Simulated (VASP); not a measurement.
# Zr (Pm-3m) in VASP: settings compared, part 2 of 2

VASP 6.6.1. The steps go on from the part before.

### 3 Single point, r2SCAN0

Contents of POSCAR:

```
Zr
1.0
    2.9048939203      0.0000000000      0.0000000000
    0.0000000000      2.9048939203      0.0000000000
    0.0000000000      0.0000000000      2.9048939203
Zr
1
Direct
    0.0000000000      0.0000000000      0.0000000000
```

Contents of INCAR.step1:

```
SYSTEM = Zr
  PREC = Accurate
  ENCUT = 520
  EDIFF = 1E-5
  ISMEAR = -1
  SIGMA = 0.1
  LREAL = .FALSE.
  LASPH = .TRUE.
  NELM = 100
  ALGO = Normal
  ISIF = 2
  LWAVE = .TRUE.
  LCHARG = .FALSE.
  GGA = PE
  NBANDS = 12
```

Contents of INCAR.step2:

```
SYSTEM = Zr
  PREC = Accurate
  ENCUT = 520
  EDIFF = 1E-6
  ISMEAR = -1
  SIGMA = 0.1
  LREAL = .FALSE.
  LASPH = .TRUE.
  NELM = 100
  ALGO = Normal
  ISIF = 2
  LWAVE = .FALSE.
  LCHARG = .FALSE.
  METAGGA = R2SCAN
  LHFCALC = .TRUE.
  AEXX = 0.25
  LMIXTAU = .TRUE.
  PRECFOCK = Normal
  ISTART = 1
  NBANDS = 12
```

Contents of KPOINTS:

```
Automatic mesh
0
G
  6 6 6
  0 0 0
```

Potentials or basis: VASP PAW PBE potentials, release 64 (Zr_sv).

The run is started by

```console
$ cat potpaw_PBE.64/Zr_sv/POTCAR > POTCAR
$ cp INCAR.step1 INCAR
$ mpirun -np 1 vasp_std > vasp.out
$ cp INCAR.step2 INCAR
$ mpirun -np 1 vasp_std > vasp.out
```

OUTCAR:

```text
SYSTEM = Zr
   PREC = Accurate
   ENCUT = 520
   EDIFF = 1E-6
   ISMEAR = -1
   LREAL = .FALSE.
   LASPH = .TRUE.
   NELM = 100
   ISIF = 2
   METAGGA = R2SCAN
   LHFCALC = .TRUE.
   AEXX = 0.25
   PRECFOCK = Normal
   ISTART = 1

 ion  position               nearest neighbor table
   1  0.000  0.000  0.000-

  LATTYP: Found a simple cubic cell.
 ALAT       =     2.9048939203

  Lattice vectors:

 A1 = (   2.9048939203,   0.0000000000,   0.0000000000)
 A2 = (   0.0000000000,   2.9048939203,   0.0000000000)
 A3 = (   0.0000000000,   0.0000000000,   2.9048939203)

Analysis of symmetry for initial positions (statically):
=====================================================================
 Subroutine PRICEL returns:
 Original cell was already a primitive cell.

 Routine SETGRP: Setting up the symmetry group for a
 simple cubic supercell.

 Subroutine GETGRP returns: Found 48 space group operations
 (whereof 48 operations were pure point group operations)
 out of a pool of 48 trial point group operations.

The static configuration has the point symmetry O_h .

Analysis of symmetry for dynamics (positions and initial velocities):
=====================================================================
 Subroutine PRICEL returns:
 Original cell was already a primitive cell.

 Routine SETGRP: Setting up the symmetry group for a
 simple cubic supercell.

 Subroutine GETGRP returns: Found 48 space group operations
 (whereof 48 operations were pure point group operations)
 out of a pool of 48 trial point group operations.

The dynamic configuration has the point symmetry O_h .

 Subroutine INISYM returns: Found 48 space group operations
 (whereof 48 operations are pure point group operations),
 and found     1 'primitive' translations

----------------------------------------------------------------------------------------

                                     Primitive cell

  volume of cell :      24.5127

  direct lattice vectors                    reciprocal lattice vectors
     2.904893920  0.000000000  0.000000000     0.344246650  0.000000000  0.000000000
     0.000000000  2.904893920  0.000000000     0.000000000  0.344246650  0.000000000
     0.000000000  0.000000000  2.904893920     0.000000000  0.000000000  0.344246650

  length of vectors
     2.904893920  2.904893920  2.904893920     0.344246650  0.344246650  0.344246650

  position of ions in fractional coordinates (direct lattice)
     0.000000000  0.000000000  0.000000000

  ion indices of the primitive-cell ions
   primitive index   ion index
                 1           1

----------------------------------------------------------------------------------------

 KPOINTS: Automatic mesh

Automatic generation of k-mesh.
 Grid dimensions read from file:
 generate k-points for:    6    6    6

 Generating k-lattice:

  Cartesian coordinates                     Fractional coordinates (reciprocal lattice)
     0.057374442  0.000000000  0.000000000     0.166666667  0.000000000  0.000000000
[... 37 lines left out ...]
   number of dos      NEDOS =    301   number of ions     NIONS =      1
   total plane-waves  NPLWV =  13824
   dimension x,y,z NGX =    24 NGY =   24 NGZ =   24
   dimension x,y,z NGXF=    48 NGYF=   48 NGZF=   48
   ions per type =               1
   NGX,Y,Z   is equivalent  to a cutoff of  13.74, 13.74, 13.74 a.u.
   NGXF,Y,Z  is equivalent  to a cutoff of  27.47, 27.47, 27.47 a.u.
 SYSTEM =  Zr
   PREC   = accura    normal or accurate (medium, high low for compatibility)
   ISTART =      1    job   : 0-new  1-cont  2-samecut
   ICHARG =      0    charge: 1-file 2-atom 10-const
   ISPIN  =      1    spin polarized calculation?
   LNONCOLLINEAR =      F non collinear calculations
   LSORBIT =      F    spin-orbit coupling
   LASPH  =      T    aspherical Exc in radial PAW
   ENCUT  =  520.0 eV  38.22 Ry    6.18 a.u.   5.40  5.40  5.40*2*pi/ulx,y,z
   NELM   =    100;   NELMIN=  2; NELMDL=  0     # of ELM steps
   EDIFF  = 0.1E-05   stopping-criterion for ELM
   LREAL  =      F    real-space projection
   EDIFFG = 0.1E-04   stopping-criterion for IOM
   NSW    =      0    number of steps for IOM
   IBRION =     -1    ionic relax: 0-MD 1-quasi-New 2-CG
   NFREE  =      0    steps in history (QN), initial steepest desc. (CG)
   ISIF   =      2    stress and relaxation
   ISYM   =      3    0-nonsym 1-usesym 2-fastsym
   POTIM  = 0.5000    time-step for ionic-motion
   TEBEG  =    0.0;   TEEND  =   0.0 temperature during run
   PSTRESS=    0.0 pullay stress
   NELECT =      12.0000    total number of electrons
   NUPDOWN=      -1.0000    fix difference up-down
   EMIN   =  10.00;   EMAX   =-10.00  energy-range for DOS
   EFERMI =   0.00;   METHOD = LEGACY
   ISMEAR =    -1;   SIGMA  =   0.10  broadening in eV -4-tet -1-fermi 0-gaus
   EFERMI_NEDOS =   21; number of points for ismear=-14 and -15
   IALGO  =     38    algorithm
   IMIX   =      1    mixing-type and parameters
     AMIX     =   0.40;   BMIX     =  1.00
     AMIX_MAG =   1.60;   BMIX_MAG =  1.00
  volume/ion in A,a.u.               =      24.51       165.42
  Fermi-wavevector in a.u.,A,eV,Ry     =   1.290243  2.438206 22.649999  1.664728
  Thomas-Fermi vector in A             =   2.422087
   LORBIT       =      0    0 simple, 1 ext, 2 COOP (PROOUT), +10 PAW based schemes
   METAGGA = R2SCAN    functional components
   LHFCALC =     T    Hartree Fock is set to
   PRECFOCK=normal    Normal, Fast or Accurate (Low or Medium for compatibility)
   ENCUT4O =  -1.0   cutoff for four orbital integrals eV
   NKREDX  =     1    reduce k-point grid by
   NKREDY  =     1    reduce k-point grid by
   NKREDZ  =     1    reduce k-point grid by
   AEXX    =    0.2500 exact exchange contribution
   HFSCREEN=    0.0000 screening length (either q_TF or 0.3 A-1)
   HFSCREENC=   0.0000 screening length for correlation (either q_TF or 0.3 A-1)
   ENCUTFOCK=  -1.0 apply spherical cutoff to Coloumb kernel
   IVDW    =     0    specifies the selected vdW correction
   LEPSILON=     F    determine dielectric tensor
   LRPA    =     F    only Hartree local field effects (RPA)
 non-spin polarized calculation
  energy-cutoff  :      520.00
  volume of cell :       24.51
 maximum number of plane-waves:       691
 NGX is ok and might be reduce to    24
  NGX = 18; NGY = 18; NGZ = 18

 number of electron      12.0000000 magnetization

 Free energy of the ion-electron system (eV)
  ---------------------------------------------------
  ext. energy  EPLUGINS =         0.00000000
  ---------------------------------------------------
  free energy    TOTEN  =       -20.41956299 eV

  energy without entropy =      -20.39651837  energy(sigma->0) =      -20.40804068

 E-fermi :   8.2273     XC(G=0):  -9.0604

 val. band max:        7.8574928173   @ k =   0.5000   0.1667   0.0000
 cond. band min:       8.2866866749   @ k =   0.3333   0.1667   0.1667
 fundamental gap:      0.4291938576
 Fermi energy:         8.2272991639

 k-point     1 :       0.0000    0.0000    0.0000
  band No.  band energies     occupation
      1     -45.7581      2.00000
      2     -21.2069      2.00000
      3     -21.2069      2.00000
      4     -21.2069      2.00000
      5       1.4852      2.00000
      6       5.5760      2.00000
      7       5.5760      2.00000
      8      15.3450      0.00000
      9      15.3450      0.00000
     10      15.3450      0.00000
     11      22.7013      0.00000
     12      22.7013      0.00000
[... 271 lines left out ...]
 k-point    20 :       0.5000    0.5000    0.5000
  band No.  band energies     occupation
      1     -45.2639      2.00000
      2     -22.2147      2.00000
      3     -22.2147      2.00000
      4     -22.2147      2.00000
      5       5.9915      2.00000
      6       5.9915      2.00000
      7       5.9915      2.00000
      8      15.5370      0.00000
      9      17.4561      0.00000
     10      17.4561      0.00000
     11      20.3825      0.00000
     12      20.3825      0.00000

------------------------ aborting loop because EDIFF is reached ----------------------------------------

  FORCE on cell =-STRESS in cart. coord.  units (eV):
  Direction    XX          YY          ZZ          XY          YZ          ZX
  --------------------------------------------------------------------------------------
  -------------------------------------------------------------------------------------
  Total       -0.2253606     -0.2253606     -0.2253606     -0.0000000     -0.0000000      0.0000000
  in kB      -14.7298311    -14.7298311    -14.7298311     -0.0000000     -0.0000000      0.0000000
  external PRESSURE =     -14.7298311 kB  Pullay stress =       0.0000000 kB

 VOLUME and BASIS-vectors are now :
 -----------------------------------------------------------------------------
  energy-cutoff  :      520.00
  volume of cell :       24.51
      direct lattice vectors                 reciprocal lattice vectors
     2.904893920  0.000000000  0.000000000     0.344246650  0.000000000  0.000000000
     0.000000000  2.904893920  0.000000000     0.000000000  0.344246650  0.000000000
     0.000000000  0.000000000  2.904893920     0.000000000  0.000000000  0.344246650

 POSITION                                       TOTAL-FORCE (eV/Angst)
 -----------------------------------------------------------------------------------
      0.00000      0.00000      0.00000         0.000000      0.000000      0.000000
 -----------------------------------------------------------------------------------
    total drift:                                0.000000      0.000000      0.000000

  FREE ENERGIE OF THE ION-ELECTRON SYSTEM (eV)
  ---------------------------------------------------
  free  energy   TOTEN  =       -20.4195629927 eV

  energy  without entropy=      -20.3965183721  energy(sigma->0) =      -20.40804068
```

Wall time 12 min (1 thread of Intel Xeon Platinum 8488C (Sapphire Rapids), shared host); peak memory 0.16 GiB.

What came out:

* Free energy: -20.4196 eV
* Pressure: -1.5 GPa
* Band gap on the k mesh: zero (bands 6 and 7 overlap by 4.19 eV)

Caveat: the k points lie up to 0.36 Å⁻¹ apart, too coarse for converged energies and pressures of a metal; the PAW data sets were made with another functional, which shifts forces and pressure a little.

The gap in the log of VASP goes by the Fermi energy; the results here count the filled bands.